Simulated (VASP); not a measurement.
# CuO (C2/c) in VASP: single point with PBE+U

Aim: the single point of CuO with PBE+U.

Everything below comes from runs of VASP 6.6.1. Logs are shortened: lines on timing, memory, paths and dates and some standing lists are left out, and cuts for length are marked.

### 1 The cell of the first run

The structure is monoclinic, space group C2/c (No. 15). Conventional cell: a = 4.684 Å, b = 3.423 Å, c = 5.129 Å, α = 90.00°, β = 99.54°, γ = 90.00°. Within 2.6 Å of Cu (site symmetry -1) lie 4 O at 1.95 to 1.96 Å. O (site symmetry 2) has 4 Cu at 1.95 to 1.96 Å within 2.6 Å.

### 2 Single point, PBE+U, collinear spin, ferromagnetic start

Input file INCAR:

```
SYSTEM = CuO
PREC     = Accurate       ! precision mode
ENCUT    = 520            ! plane-wave cutoff, eV
EDIFF    = 1E-6           ! SCF threshold, eV
ISMEAR   = 0              ! smearing method
SIGMA    = 0.05           ! smearing width, eV
LREAL    = .False.        ! projectors in reciprocal space
LASPH    = .True.         ! aspherical terms in the spheres
NELM     = 150            ! most SCF steps
ALGO     = Normal         ! electronic algorithm
ISIF     = 2              ! what is computed and relaxed
LWAVE    = .False.        ! write WAVECAR
LCHARG   = .False.        ! write CHGCAR
ISPIN    = 2              ! spin polarisation
MAGMOM   = 1 1 1 1 0 0 0 0 ! initial moments
LORBIT   = 11             ! projections on sites
LMAXMIX  = 4              ! l up to which the mixer works
LDAU     = .True.         ! DFT+U
LDAUTYPE = 2            
LDAUL    = 2 -1           ! shell
LDAUU    = 2.7 0          ! U, eV
LDAUJ    = 0 0          
LDAUPRINT= 1            
GGA      = PE             ! functional
NBANDS   = 48             ! bands
```

Input file KPOINTS:

```
regular mesh
0
Gamma
  4 5 4
  0 0 0
```

Input file POSCAR:

```
CuO
1.0
   -4.6837000000      0.0000000000      0.0000000000
    0.0000000000      3.4226000000      0.0000000000
    0.8500300000      0.0000000000     -5.0578700000
Cu O
4 4
Direct
    0.7500000000      0.2500000000      0.0000000000
    0.2500000000      0.7500000000      0.0000000000
    0.7500000000      0.7500000000      0.5000000000
    0.2500000000      0.2500000000      0.5000000000
    0.0000000000      0.4184000000      0.7500000000
    0.5000000000      0.9184000000      0.7500000000
    0.0000000000      0.5816000000      0.2500000000
    0.5000000000      0.0816000000      0.2500000000
```

Potentials or basis: VASP PAW PBE potentials, release 64 (Cu, O).

On the command line:

```console
cat potpaw_PBE.64/Cu/POTCAR potpaw_PBE.64/O/POTCAR > POTCAR
mpirun -np 1 vasp_std > vasp.out
```

OUTCAR:

```text
SYSTEM = CuO
   PREC = Accurate
   ENCUT = 520
   EDIFF = 1E-6
   ISMEAR = 0
   LREAL = .False.
   LASPH = .True.
   NELM = 150
   ISIF = 2
   ISPIN = 2
   LORBIT = 11
   GGA = PE

 ion  position               nearest neighbor table
   1  0.750  0.250  0.000-   6 1.95   7 1.95   5 1.96   8 1.96
   2  0.250  0.750  0.000-   5 1.95   8 1.95   7 1.96   6 1.96
   3  0.750  0.750  0.500-   5 1.95   8 1.95   7 1.96   6 1.96
   4  0.250  0.250  0.500-   6 1.95   7 1.95   5 1.96   8 1.96
   5  0.000  0.418  0.750-   2 1.95   3 1.95   1 1.96   4 1.96
   6  0.500  0.918  0.750-   1 1.95   4 1.95   3 1.96   2 1.96
   7  0.000  0.582  0.250-   1 1.95   4 1.95   3 1.96   2 1.96
   8  0.500  0.082  0.250-   2 1.95   3 1.95   1 1.96   4 1.96

  LATTYP: Found a simple monoclinic cell.
 ALAT       =     4.6837000000
 B/A-ratio  =     0.7307470589
 C/A-ratio  =     1.0950319242
 COS(beta)  =    -0.1657365915

  Lattice vectors:

 A1 = (  -4.6837000000,   0.0000000000,   0.0000000000)
 A2 = (   0.0000000000,   3.4226000000,   0.0000000000)
 A3 = (   0.8500300000,   0.0000000000,  -5.0578700000)

Analysis of symmetry for initial positions (statically):
=====================================================================
 Subroutine PRICEL returns following result:

  LATTYP: Found a base centered monoclinic cell.
 ALAT       =     4.6837000000
 B/A-ratio  =     0.7307470589
 C/A-ratio  =     1.0950319242
 COS(beta)  =    -0.1657365915
[... 12 lines left out ...]
 Subroutine GETGRP returns: Found  4 space group operations
 (whereof  2 operations were pure point group operations)
 out of a pool of  4 trial point group operations.

The static configuration has the point symmetry S_2 .
 The point group associated with its full space group is C_2h.

Analysis of symmetry for dynamics (positions and initial velocities):
=====================================================================
 Subroutine PRICEL returns following result:

  LATTYP: Found a base centered monoclinic cell.
 ALAT       =     4.6837000000
 B/A-ratio  =     0.7307470589
 C/A-ratio  =     1.0950319242
 COS(beta)  =    -0.1657365915
[... 12 lines left out ...]
 Subroutine GETGRP returns: Found  4 space group operations
 (whereof  2 operations were pure point group operations)
 out of a pool of  4 trial point group operations.

The dynamic configuration has the point symmetry S_2 .
 The point group associated with its full space group is C_2h.

Analysis of structural, dynamic, and magnetic symmetry:
=====================================================================
 Subroutine PRICEL returns following result:

  LATTYP: Found a base centered monoclinic cell.
 ALAT       =     4.6837000000
 B/A-ratio  =     0.7307470589
 C/A-ratio  =     1.0950319242
 COS(beta)  =    -0.1657365915
[... 12 lines left out ...]
 Subroutine GETGRP returns: Found  4 space group operations
 (whereof  2 operations were pure point group operations)
 out of a pool of  4 trial point group operations.

The overall configuration has the point symmetry S_2 .
 The point group associated with its full space group is C_2h.

 Subroutine INISYM returns: Found  4 space group operations
 (whereof  2 operations are pure point group operations),
 and found     2 'primitive' translations

----------------------------------------------------------------------------------------

                                     Primitive cell

  volume of cell :      40.5399

  direct lattice vectors                    reciprocal lattice vectors
    -2.341850000 -1.711300000  0.000000000    -0.213506416 -0.292175539 -0.035882073
    -2.341850000  1.711300000  0.000000000    -0.213506416  0.292175539 -0.035882073
     0.850030000  0.000000000 -5.057870000     0.000000000  0.000000000 -0.197711685

  length of vectors
     2.900484289  2.900484289  5.128801023     0.363646887  0.363646887  0.197711685

[... 97 lines left out ...]
   EMIN   =  10.00;   EMAX   =-10.00  energy-range for DOS
   EFERMI =   0.00;   METHOD = LEGACY
   ISMEAR =     0;   SIGMA  =   0.05  broadening in eV -4-tet -1-fermi 0-gaus
   EFERMI_NEDOS =   21; number of points for ismear=-14 and -15
   IALGO  =     38    algorithm
   IMIX   =      4    mixing-type and parameters
     AMIX     =   0.40;   BMIX     =  1.00
     AMIX_MAG =   1.60;   BMIX_MAG =  1.00
  volume/ion in A,a.u.               =      10.13        68.39
  Fermi-wavevector in a.u.,A,eV,Ry     =   1.543856  2.917465 32.429376  2.383492
  Thomas-Fermi vector in A             =   2.649460
   LORBIT       =     11    0 simple, 1 ext, 2 COOP (PROOUT), +10 PAW based schemes
 LDA+U is selected, type is set to LDAUTYPE =  2
   angular momentum for each species LDAUL =     2   -1
   U (eV)           for each species LDAUU =   2.7  0.0
   J (eV)           for each species LDAUJ =   0.0  0.0
   GGA     = PE    functional components
   LHFCALC =     F    Hartree Fock is set to
   AEXX    =    0.0000 exact exchange contribution
   IVDW    =     0    specifies the selected vdW correction
   LEPSILON=     F    determine dielectric tensor
   LRPA    =     F    only Hartree local field effects (RPA)
 spin polarized calculation
 Gauss-broadening in eV      SIGMA  =   0.05
  energy-cutoff  :      520.00
  volume of cell :       81.08
 maximum number of plane-waves:      2217
 NGX is ok and might be reduce to    36
   NGX = 17   NGY = 13   NGZ = 19

atom =   1  type =  1  l = 2

 onsite density matrix

spin component  1
[... 116 lines left out ...]
  o =  0.4406  v =  0.0000  0.0000  0.0000  0.0000  0.0000  0.1202  0.5510  0.0140  0.7842 -0.2585      0.0000  0.0000  0.0000  0.0000  0.0000  0.0000  0.0000  0.0000  0.0000  0.0000
  o =  0.9419  v =  0.0000  0.0000  0.0000  0.0000  0.0000 -0.8474 -0.1972 -0.4139  0.2316 -0.1343      0.0000  0.0000  0.0000  0.0000  0.0000  0.0000  0.0000  0.0000  0.0000  0.0000
  o =  0.9534  v =  0.8642  0.1600  0.4236 -0.1991  0.0922  0.0000  0.0000  0.0000  0.0000  0.0000      0.0000  0.0000  0.0000  0.0000  0.0000  0.0000  0.0000  0.0000  0.0000  0.0000
  o =  0.9600  v =  0.0000  0.0000  0.0000  0.0000  0.0000 -0.1196  0.0338  0.0933  0.3029  0.9403      0.0000  0.0000  0.0000  0.0000  0.0000  0.0000  0.0000  0.0000  0.0000  0.0000
  o =  0.9622  v =  0.0000  0.0000  0.0000  0.0000  0.0000  0.1630 -0.7813  0.3477  0.4723 -0.1379      0.0000  0.0000  0.0000  0.0000  0.0000  0.0000  0.0000  0.0000  0.0000  0.0000
  o =  0.9697  v =  0.0572 -0.6960  0.3475  0.5586  0.2820  0.0000  0.0000  0.0000  0.0000  0.0000      0.0000  0.0000  0.0000  0.0000  0.0000  0.0000  0.0000  0.0000  0.0000  0.0000
  o =  0.9708  v = -0.1538  0.3758 -0.0124  0.0307  0.9132  0.0000  0.0000  0.0000  0.0000  0.0000      0.0000  0.0000  0.0000  0.0000  0.0000  0.0000  0.0000  0.0000  0.0000  0.0000
  o =  0.9712  v =  0.0000  0.0000  0.0000  0.0000  0.0000 -0.4760  0.2143  0.8360 -0.1287 -0.1097      0.0000  0.0000  0.0000  0.0000  0.0000  0.0000  0.0000  0.0000  0.0000  0.0000
  o =  0.9764  v = -0.4668  0.1962  0.8360 -0.1557 -0.1428  0.0000  0.0000  0.0000  0.0000  0.0000      0.0000  0.0000  0.0000  0.0000  0.0000  0.0000  0.0000  0.0000  0.0000  0.0000
  o =  1.0162  v =  0.0914  0.5569  0.0264  0.7894 -0.2400  0.0000  0.0000  0.0000  0.0000  0.0000      0.0000  0.0000  0.0000  0.0000  0.0000  0.0000  0.0000  0.0000  0.0000  0.0000

 number of electron      67.9999998 magnetization       3.8067342

 Free energy of the ion-electron system (eV)
  ---------------------------------------------------
  ext. energy  EPLUGINS =         0.00000000
  ---------------------------------------------------
  free energy    TOTEN  =       -35.49608958 eV

  energy without entropy =      -35.49445796  energy(sigma->0) =      -35.49527377

 E-fermi :   5.4333     XC(G=0): -11.8774

 val. band max:        5.3900994736   @ k =   0.0000   0.4000   0.0000
 cond. band min:       5.4621066531   @ k =   0.0000   0.2000   0.0000
 fundamental gap:      0.0720071795
 Fermi energy:         5.4333446935

 spin component 1

 k-point     1 :       0.0000    0.0000    0.0000
  band No.  band energies     occupation
      1     -14.2562      1.00000
      2     -12.9667      1.00000
      3     -12.9170      1.00000
      4     -12.7372      1.00000
      5      -2.7173      1.00000
      6      -1.9957      1.00000
[... 2345 lines left out ...]
     45      18.0967      0.00000
     46      18.0967      0.00000

 [... further k-points ...]

 [bands above 46 left out]

------------------------ aborting loop because EDIFF is reached ----------------------------------------

  FORCE on cell =-STRESS in cart. coord.  units (eV):
  Direction    XX          YY          ZZ          XY          YZ          ZX
  --------------------------------------------------------------------------------------
  -------------------------------------------------------------------------------------
  Total        2.4687485      3.2550077      3.0198022      0.0000000      0.0000000      0.2186703
  in kB       48.7836790     64.3205469     59.6727710      0.0000000      0.0000000      4.3210314
  external PRESSURE =      57.5923323 kB  Pullay stress =       0.0000000 kB

 VOLUME and BASIS-vectors are now :
 -----------------------------------------------------------------------------
  energy-cutoff  :      520.00
  volume of cell :       81.08
      direct lattice vectors                 reciprocal lattice vectors
    -4.683700000  0.000000000  0.000000000    -0.213506416  0.000000000 -0.035882073
     0.000000000  3.422600000  0.000000000     0.000000000  0.292175539  0.000000000
     0.850030000  0.000000000 -5.057870000     0.000000000  0.000000000 -0.197711685

 POSITION                                       TOTAL-FORCE (eV/Angst)
 -----------------------------------------------------------------------------------
     -3.51277      0.85565      0.00000        -0.000000     -0.000000      0.000000
     -1.17092      2.56695      0.00000        -0.000000     -0.000000      0.000000
     -3.08776      2.56695     -2.52894        -0.000000     -0.000000      0.000000
     -0.74591      0.85565     -2.52894        -0.000000     -0.000000      0.000000
      0.63752      1.43202     -3.79340         0.000000      0.096607      0.000000
     -1.70433      3.14332     -3.79340         0.000000      0.096607      0.000000
      0.21251      1.99058     -1.26447        -0.000000     -0.096607     -0.000000
     -2.12934      0.27928     -1.26447         0.000000     -0.096607     -0.000000
 -----------------------------------------------------------------------------------
    total drift:                               -0.000000      0.000000     -0.000000

  FREE ENERGIE OF THE ION-ELECTRON SYSTEM (eV)
  ---------------------------------------------------
  free  energy   TOTEN  =       -35.4960895838 eV

  energy  without entropy=      -35.4944579570  energy(sigma->0) =      -35.49527377

 total charge

# of ion       s       p       d       tot
------------------------------------------
    1        0.378   0.388   9.142   9.908
    2        0.378   0.388   9.142   9.908
    3        0.378   0.388   9.142   9.908
    4        0.378   0.388   9.142   9.908
    5        1.561   3.428   0.000   4.989
    6        1.561   3.428   0.000   4.989
    7        1.561   3.428   0.000   4.989
    8        1.561   3.428   0.000   4.989
--------------------------------------------------
tot          7.753  15.268  36.568  59.589

 magnetization (x)

# of ion       s       p       d       tot
------------------------------------------
    1       -0.003   0.003   0.611   0.611
    2       -0.003   0.003   0.611   0.611
    3       -0.003   0.003   0.611   0.611
    4       -0.003   0.003   0.611   0.611
    5        0.019   0.281   0.000   0.300
    6        0.019   0.281   0.000   0.300
    7        0.019   0.281   0.000   0.300
    8        0.019   0.281   0.000   0.300
--------------------------------------------------
tot          0.063   1.137   2.444   3.643
```

Run time: 4 min. Hardware: 1 thread of Intel Xeon Platinum 8259CL at 2.50GHz (Skylake/Cascade Lake), shared host; peak memory 0.32 GiB.

What came out:

| Quantity | Value |
| --- | --- |
| Free energy | -35.4961 eV |
| Pressure | 5.8 GPa |
| Largest force | 0.097 eV/Å |
| Net moment | 3.81 μB per cell |
| Site moments | Cu +0.61; O +0.30 μB |
| Valence electrons inside the program's atomic spheres | Cu 9.91; O 4.99 |

Forces in eV/Å, atoms in the order of the input:
```
Cu   0.000  0.000  0.000
Cu   0.000  0.000  0.000
Cu   0.000  0.000  0.000
Cu   0.000  0.000  0.000
O    0.000  0.097  0.000
O    0.000  0.097  0.000
O    0.000 -0.097  0.000
O    0.000 -0.097  0.000
```

Eigenvalues of the final occupation matrices:
```tsv
site	spin	trace	eigenvalues
site 1 d	1	4.89	0.95 0.97 0.97 0.98 1.02
site 1 d	2	4.28	0.44 0.94 0.96 0.96 0.97
site 2 d	1	4.89	0.95 0.97 0.97 0.98 1.02
site 2 d	2	4.28	0.44 0.94 0.96 0.96 0.97
site 3 d	1	4.89	0.95 0.97 0.97 0.98 1.02
site 3 d	2	4.28	0.44 0.94 0.96 0.96 0.97
site 4 d	1	4.89	0.95 0.97 0.97 0.98 1.02
site 4 d	2	4.28	0.44 0.94 0.96 0.96 0.97
```

Caveat: the k points lie up to 0.37 Å⁻¹ apart. The state reached can hang on the start; a lower one may exist.
